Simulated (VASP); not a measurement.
Input of a VASP 6.6.1 run:

File INCAR:

```
ALGO = Normal ; EDIFF = 1E-7
ENCUT = 520 ; GGA = PS
ISIF = 2 ; ISMEAR = 0
ISPIN = 2 ; LASPH = T
LCHARG = F ; LDAU = T
LDAUJ = 0 0 ; LDAUL = 2 -1
LDAUPRINT = 1 ; LDAUTYPE = 2
LDAUU = 6 0 ; LMAXMIX = 4
LORBIT = 11 ; LREAL = F
LWAVE = F ; MAGMOM = 2 2 0 0
NBANDS = 28 ; NELM = 150
PREC = Accurate ; SIGMA = 0.05
```

KPOINTS

```
k-points
0
Gamma
  7 7 4
```

File POSCAR:

```
TaN
1.0
    3.0500020400      0.0000000000      0.0000000000
   -1.5250010200      2.6413792500      0.0000000000
    0.0000000000      0.0000000000      4.9400015300
Ta N
2 2
Direct
    0.3333333333      0.6666666667      0.0000000000
    0.6666666667      0.3333333333      0.5000000000
    0.3333333333      0.6666666667      0.3850000000
    0.6666666667      0.3333333333      0.8850000000
```

Potentials or basis: VASP PAW PBE potentials, release 64 (Ta_pv, N).

Run with:

```bash
$ cat potpaw_PBE.64/Ta_pv/POTCAR potpaw_PBE.64/N/POTCAR > POTCAR
$ mpirun -np 1 vasp_std > vasp.out
```

**Question.** What does it give for the band gap on the k mesh?

**Answer.** Zero (filled and empty bands overlap).

**Question.** What does it give for the largest force?

**Answer.** 2.417 eV/Å.

**Question.** Estimate the net moment.

**Answer.** -0.04 μB per cell.

Stress tensor (GPa, compression positive):
```
161.23   0.00   0.00
  0.00 161.23   0.00
  0.00   0.00 142.16
```

Caveat: the PAW data sets were made with another functional, which shifts forces and pressure a little; spin-orbit coupling is left out, which moves the levels of the heavy elements. The state reached can hang on the start; a lower one may exist.
